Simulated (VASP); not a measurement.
# ScTlS3 (Pm-3m) in VASP: relaxation of cell and atoms with PBE

Aim: the relaxation of cell and atoms of ScTlS3 with PBE.

All numbers are computed with VASP 6.6.1; they aren't measurements. Logs are shortened: lines on timing, memory, paths and dates and some standing lists are left out, and cuts for length are marked.

## 1. The cell of the first run

The structure is cubic, space group Pm-3m (No. 221). Conventional cell: a = 5.089 Å, b = 5.089 Å, c = 5.089 Å, α = 90.00°, β = 90.00°, γ = 90.00°. Within 3.4 Å of Sc (site symmetry m-3m) lie 6 S at 2.54 Å. Tl (site symmetry m-3m) has 12 S at 3.60 Å and 8 Sc at 4.41 Å within 4.7 Å. S (site symmetry 4/mmm) has 2 Sc at 2.54 Å within 3.4 Å.

## 2. Relaxation of cell and atoms, PBE

Input file INCAR:

```
SYSTEM = ScTlS3
PREC = Accurate
ENCUT = 600
EDIFF = 1E-6
ISMEAR = 1
SIGMA = 0.1
LREAL = .False.
LASPH = .True.
NELM = 100
ALGO = Normal
ISIF = 3
LWAVE = .False.
LCHARG = .False.
GGA = PE
IBRION = 2
NSW = 100
EDIFFG = -0.01
```

Input file KPOINTS:

```
Automatic mesh
0
Gamma
  8 8 8
  0 0 0
```

Input file POSCAR:

```
ScTlS3
1.0
    5.0891716000      0.0000000000      0.0000000000
    0.0000000000      5.0891716000      0.0000000000
    0.0000000000      0.0000000000      5.0891716000
Sc Tl S
1 1 3
Direct
    0.0000000000      0.0000000000      0.0000000000
    0.5000000000      0.5000000000      0.5000000000
    0.5000000000      0.0000000000      0.0000000000
    0.0000000000      0.5000000000      0.0000000000
    0.0000000000      0.0000000000      0.5000000000
```

Potentials or basis: VASP PAW PBE potentials, release 64 (Sc_sv, Tl_d, S).

Run with:

```bash
cat potpaw_PBE.64/Sc_sv/POTCAR potpaw_PBE.64/Tl_d/POTCAR potpaw_PBE.64/S/POTCAR > POTCAR
mpirun -np 1 vasp_std > vasp.out
```

OUTCAR:

```text
SYSTEM = ScTlS3
   PREC = Accurate
   ENCUT = 600
   EDIFF = 1E-6
   ISMEAR = 1
   LREAL = .False.
   LASPH = .True.
   NELM = 100
   ISIF = 3
   GGA = PE
   IBRION = 2
   NSW = 100
   EDIFFG = -0.01

 ion  position               nearest neighbor table
   1  0.000  0.000  0.000-   3 2.54   4 2.54   5 2.54   5 2.54   4 2.54   3 2.54
   2  0.500  0.500  0.500-
   3  0.500  0.000  0.000-   1 2.54   1 2.54
   4  0.000  0.500  0.000-   1 2.54   1 2.54
   5  0.000  0.000  0.500-   1 2.54   1 2.54

  LATTYP: Found a simple cubic cell.
 ALAT       =     5.0891716000

  Lattice vectors:

 A1 = (   5.0891716000,   0.0000000000,   0.0000000000)
 A2 = (   0.0000000000,   5.0891716000,   0.0000000000)
 A3 = (   0.0000000000,   0.0000000000,   5.0891716000)

Analysis of symmetry for initial positions (statically):
=====================================================================
 Subroutine PRICEL returns:
 Original cell was already a primitive cell.

 Routine SETGRP: Setting up the symmetry group for a
 simple cubic supercell.

 Subroutine GETGRP returns: Found 48 space group operations
 (whereof 48 operations were pure point group operations)
 out of a pool of 48 trial point group operations.

The static configuration has the point symmetry O_h .

Analysis of symmetry for dynamics (positions and initial velocities):
=====================================================================
 Subroutine PRICEL returns:
 Original cell was already a primitive cell.

 Routine SETGRP: Setting up the symmetry group for a
 simple cubic supercell.

 Subroutine GETGRP returns: Found 48 space group operations
 (whereof 48 operations were pure point group operations)
 out of a pool of 48 trial point group operations.

The dynamic configuration has the point symmetry O_h .

 Subroutine INISYM returns: Found 48 space group operations
 (whereof 48 operations are pure point group operations),
 and found     1 'primitive' translations

----------------------------------------------------------------------------------------

                                     Primitive cell

  volume of cell :     131.8079

  direct lattice vectors                    reciprocal lattice vectors
     5.089171600  0.000000000  0.000000000     0.196495634  0.000000000  0.000000000
     0.000000000  5.089171600  0.000000000     0.000000000  0.196495634  0.000000000
     0.000000000  0.000000000  5.089171600     0.000000000  0.000000000  0.196495634

  length of vectors
     5.089171600  5.089171600  5.089171600     0.196495634  0.196495634  0.196495634

  position of ions in fractional coordinates (direct lattice)
     0.000000000  0.000000000  0.000000000
     0.500000000  0.500000000  0.500000000
     0.500000000  0.000000000  0.000000000
     0.000000000  0.500000000  0.000000000
     0.000000000  0.000000000  0.500000000

  ion indices of the primitive-cell ions
   primitive index   ion index
                 1           1
                 2           2
                 3           3
                 4           4
                 5           5

----------------------------------------------------------------------------------------

 KPOINTS: Automatic mesh

Automatic generation of k-mesh.
 Grid dimensions read from file:
 generate k-points for:    8    8    8

 Generating k-lattice:

  Cartesian coordinates                     Fractional coordinates (reciprocal lattice)
     0.024561954  0.000000000  0.000000000     0.125000000  0.000000000  0.000000000
     0.000000000  0.024561954  0.000000000     0.000000000  0.125000000  0.000000000
     0.000000000  0.000000000  0.024561954     0.000000000  0.000000000  0.125000000

  Length of vectors
     0.024561954  0.024561954  0.024561954

  Shift w.r.t. Gamma in fractional coordinates (k-lattice)
     0.000000000  0.000000000  0.000000000

 Subroutine IBZKPT returns following result:
 ===========================================

 Found     35 irreducible k-points:

 Following reciprocal coordinates:
            Coordinates               Weight
  0.000000  0.000000  0.000000      1.000000
  0.125000  0.000000  0.000000      6.000000
  0.250000  0.000000  0.000000      6.000000
  0.375000  0.000000  0.000000      6.000000
  0.500000  0.000000  0.000000      3.000000
  0.125000  0.125000  0.000000     12.000000
[... 16 lines left out ...]
  0.375000  0.375000  0.125000     24.000000
  0.500000  0.375000  0.125000     24.000000
 [... further k-points ...]
   k-points           NKPTS =     35   k-points in BZ     NKDIM =     35   number of bands    NBANDS=     25
   number of dos      NEDOS =    301   number of ions     NIONS =      5
   total plane-waves  NPLWV =  74088
   dimension x,y,z NGX =    42 NGY =   42 NGZ =   42
   dimension x,y,z NGXF=    84 NGYF=   84 NGZF=   84
   ions per type =               1   1   3
   NGX,Y,Z   is equivalent  to a cutoff of  13.72, 13.72, 13.72 a.u.
   NGXF,Y,Z  is equivalent  to a cutoff of  27.44, 27.44, 27.44 a.u.
 SYSTEM =  ScTlS3
   PREC   = accura    normal or accurate (medium, high low for compatibility)
   ISTART =      0    job   : 0-new  1-cont  2-samecut
   ICHARG =      2    charge: 1-file 2-atom 10-const
   ISPIN  =      1    spin polarized calculation?
   LNONCOLLINEAR =      F non collinear calculations
   LSORBIT =      F    spin-orbit coupling
   LASPH  =      T    aspherical Exc in radial PAW
   ENCUT  =  600.0 eV  44.10 Ry    6.64 a.u.  10.16 10.16 10.16*2*pi/ulx,y,z
   NELM   =    100;   NELMIN=  2; NELMDL= -5     # of ELM steps
   EDIFF  = 0.1E-05   stopping-criterion for ELM
   LREAL  =      F    real-space projection
   EDIFFG = -.1E-01   stopping-criterion for IOM
   NSW    =    100    number of steps for IOM
   IBRION =      2    ionic relax: 0-MD 1-quasi-New 2-CG
   NFREE  =      1    steps in history (QN), initial steepest desc. (CG)
   ISIF   =      3    stress and relaxation
   ISYM   =      2    0-nonsym 1-usesym 2-fastsym
   POTIM  = 0.5000    time-step for ionic-motion
   TEBEG  =    0.0;   TEEND  =   0.0 temperature during run
   PSTRESS=    0.0 pullay stress
   NELECT =      42.0000    total number of electrons
   NUPDOWN=      -1.0000    fix difference up-down
   EMIN   =  10.00;   EMAX   =-10.00  energy-range for DOS
   EFERMI =   0.00;   METHOD = LEGACY
   ISMEAR =     1;   SIGMA  =   0.10  broadening in eV -4-tet -1-fermi 0-gaus
   EFERMI_NEDOS =   21; number of points for ismear=-14 and -15
   IALGO  =     38    algorithm
   IMIX   =      4    mixing-type and parameters
     AMIX     =   0.40;   BMIX     =  1.00
     AMIX_MAG =   1.60;   BMIX_MAG =  1.00
  volume/ion in A,a.u.               =      26.36       177.90
  Fermi-wavevector in a.u.,A,eV,Ry     =   1.118178  2.113049 17.011655  1.250321
  Thomas-Fermi vector in A             =   2.254807
   LORBIT       =      0    0 simple, 1 ext, 2 COOP (PROOUT), +10 PAW based schemes
   GGA     = PE    functional components
   LHFCALC =     F    Hartree Fock is set to
   AEXX    =    0.0000 exact exchange contribution
   IVDW    =     0    specifies the selected vdW correction
   LEPSILON=     F    determine dielectric tensor
   LRPA    =     F    only Hartree local field effects (RPA)
 conjugate gradient relaxation of ions
 non-spin polarized calculation
 Methfessel and Paxton  Order N= 1 SIGMA  =   0.10
  energy-cutoff  :      600.00
  volume of cell :      131.81
 maximum number of plane-waves:      4436
 NGX is ok and might be reduce to    42
   NGX = 21   NGY = 21   NGZ = 21

--------------------------------------- Ionic step        1  -------------------------------------------

 number of electron      41.9999998 magnetization

 Free energy of the ion-electron system (eV)
  ---------------------------------------------------
  ext. energy  EPLUGINS =         0.00000000
  ---------------------------------------------------
  free energy    TOTEN  =       -24.14640844 eV

  energy without entropy =      -24.14517232  energy(sigma->0) =      -24.14599640

------------------------ aborting loop because EDIFF is reached ----------------------------------------

  FORCE on cell =-STRESS in cart. coord.  units (eV):
  Direction    XX          YY          ZZ          XY          YZ          ZX
  --------------------------------------------------------------------------------------
  -------------------------------------------------------------------------------------
  Total       -1.1636593     -1.1636593     -1.1636593     -0.0000000     -0.0000000      0.0000000
  in kB      -14.1447461    -14.1447461    -14.1447461     -0.0000000     -0.0000000      0.0000000
  external PRESSURE =     -14.1447461 kB  Pullay stress =       0.0000000 kB

 VOLUME and BASIS-vectors are now :
 -----------------------------------------------------------------------------
  energy-cutoff  :      600.00
  volume of cell :      131.81
      direct lattice vectors                 reciprocal lattice vectors
     5.089171600  0.000000000  0.000000000     0.196495634  0.000000000  0.000000000
     0.000000000  5.089171600  0.000000000     0.000000000  0.196495634  0.000000000
     0.000000000  0.000000000  5.089171600     0.000000000  0.000000000  0.196495634
[... 40 lines left out ...]
 POSITION                                       TOTAL-FORCE (eV/Angst)
 -----------------------------------------------------------------------------------
      0.00000      0.00000      0.00000         0.000000      0.000000      0.000000
      2.51602      2.51602      2.51602        -0.000000     -0.000000      0.000000
      2.51602      0.00000      0.00000         0.000000      0.000000      0.000000
     -0.00000      2.51602      0.00000         0.000000      0.000000      0.000000
      0.00000     -0.00000      2.51602         0.000000      0.000000      0.000000
 -----------------------------------------------------------------------------------
    total drift:                                0.000000      0.000000     -0.000000

  FREE ENERGIE OF THE ION-ELECTRON SYSTEM (eV)
  ---------------------------------------------------
  free  energy   TOTEN  =       -24.1647798281 eV

  energy  without entropy=      -24.1627411678  energy(sigma->0) =      -24.16410027

--------------------------------------- Ionic step        3  -------------------------------------------

 number of electron      42.0000004 magnetization

 Free energy of the ion-electron system (eV)
  ---------------------------------------------------
  ext. energy  EPLUGINS =         0.00000000
  ---------------------------------------------------
  free energy    TOTEN  =       -24.16489245 eV

  energy without entropy =      -24.16292916  energy(sigma->0) =      -24.16423802

 E-fermi :   2.4820     XC(G=0):  -9.1721

 val. band max:        2.4779756122   @ k =   0.2500   0.0000   0.0000
 cond. band min:       2.4844334194   @ k =   0.5000   0.2500   0.2500
 fundamental gap:      0.0064578071
 Fermi energy:         2.4819960161

 k-point     1 :       0.0000    0.0000    0.0000
  band No.  band energies     occupation
      1     -45.8716      2.00000
      2     -24.5231      2.00000
      3     -24.5231      2.00000
      4     -24.5231      2.00000
      5      -9.4720      2.00000
      6      -8.3515      2.00000
[... 17 lines left out ...]
     24       4.9518      0.00000
     25       4.9518      0.00000
[... 621 lines left out ...]
      3     -24.5311      2.00000
      4     -24.5241      2.00000
      5      -8.7686      2.00000
      6      -8.4513      2.00000
[... 17 lines left out ...]
     24       6.3575      0.00000
     25       6.5081      0.00000

 [... further k-points ...]

------------------------ aborting loop because EDIFF is reached ----------------------------------------

  FORCE on cell =-STRESS in cart. coord.  units (eV):
  Direction    XX          YY          ZZ          XY          YZ          ZX
  --------------------------------------------------------------------------------------
  -------------------------------------------------------------------------------------
  Total       -0.0016474     -0.0016474     -0.0016474      0.0000000      0.0000000     -0.0000000
  in kB       -0.0206628     -0.0206628     -0.0206628      0.0000000      0.0000000     -0.0000000
  external PRESSURE =      -0.0206628 kB  Pullay stress =       0.0000000 kB

 VOLUME and BASIS-vectors are now :
 -----------------------------------------------------------------------------
  energy-cutoff  :      600.00
  volume of cell :      127.74
      direct lattice vectors                 reciprocal lattice vectors
     5.036230500  0.000000000  0.000000000     0.198561206  0.000000000 -0.000000000
    -0.000000000  5.036230500  0.000000000    -0.000000000  0.198561206  0.000000000
     0.000000000 -0.000000000  5.036230500    -0.000000000 -0.000000000  0.198561206

 POSITION                                       TOTAL-FORCE (eV/Angst)
 -----------------------------------------------------------------------------------
      0.00000      0.00000      0.00000         0.000000      0.000000      0.000000
      2.51812      2.51812      2.51812        -0.000000     -0.000000      0.000000
      2.51812      0.00000      0.00000         0.000000      0.000000      0.000000
     -0.00000      2.51812      0.00000         0.000000      0.000000      0.000000
      0.00000     -0.00000      2.51812         0.000000      0.000000      0.000000
 -----------------------------------------------------------------------------------
    total drift:                                0.000000      0.000000     -0.000000

  FREE ENERGIE OF THE ION-ELECTRON SYSTEM (eV)
  ---------------------------------------------------
  free  energy   TOTEN  =       -24.1648924468 eV

  energy  without entropy=      -24.1629291621  energy(sigma->0) =      -24.16423802

 reached required accuracy - stopping structural energy minimisation
```

It took 1.9 min on 1 thread of AMD EPYC 9R45 (Zen 5), shared host; peak memory 0.34 GiB.

Results:

```yaml
Free_energy: -24.1649 eV
Relaxed_volume: 25.55 Å³/atom
Relaxed_cell: a = 5.036 Å, b = 5.036 Å, c = 5.036 Å, α = 90.00°, β = 90.00°, γ = 90.00°
Space_group_after_relaxing_to_0.1_Å: Pm-3m (No. 221)
Energy_gained_by_relaxing: 3.7 meV/atom
Ionic_steps: 3
Pressure_after_relaxing: 0.0 GPa
Band_gap_on_the_k_mesh: zero (bands 21 and 22 overlap by 0.73 eV)
```

The path:
```tsv
step	energy change (eV)	largest force (eV/Å)	pressure (GPa)	volume (Å³)
1	0.0000	0.0000	-1.41	131.81
2	-0.0184	0.0000	0.12	127.42
3	-0.0185	0.0000	0.00	127.74
```

Final structure:
```xyz
5
Lattice="5.0362 0.0000 0.0000 0.0000 5.0362 0.0000 0.0000 0.0000 5.0362" Properties=species:S:1:pos:R:3 pbc="T T T"
Sc    0.0000    0.0000    0.0000
Tl    2.5181    2.5181    2.5181
S     2.5181    0.0000    0.0000
S     0.0000    2.5181    0.0000
S     0.0000    0.0000    2.5181
```

Levels at points of the mesh, in eV from the Fermi level:
| k point | band 19 | band 20 | band 21 | band 22 | band 23 | band 24 |
| --- | --- | --- | --- | --- | --- | --- |
| (0.00, 0.00, 0.00) | -0.42 | 0.10 | 0.10 | 0.10 | 2.47 | 2.47 |
| (0.50, 0.00, 0.00) | -0.70 | 0.02 | 0.04 | 0.04 | 2.51 | 3.38 |
| (0.50, 0.50, 0.00) | -1.27 | -1.27 | -1.10 | 0.63 | 3.89 | 3.97 |
| (0.50, 0.50, 0.50) | -2.03 | 0.62 | 0.62 | 0.62 | 4.14 | 4.14 |

Caveat: spin-orbit coupling is left out, which moves the levels of the heavy elements.
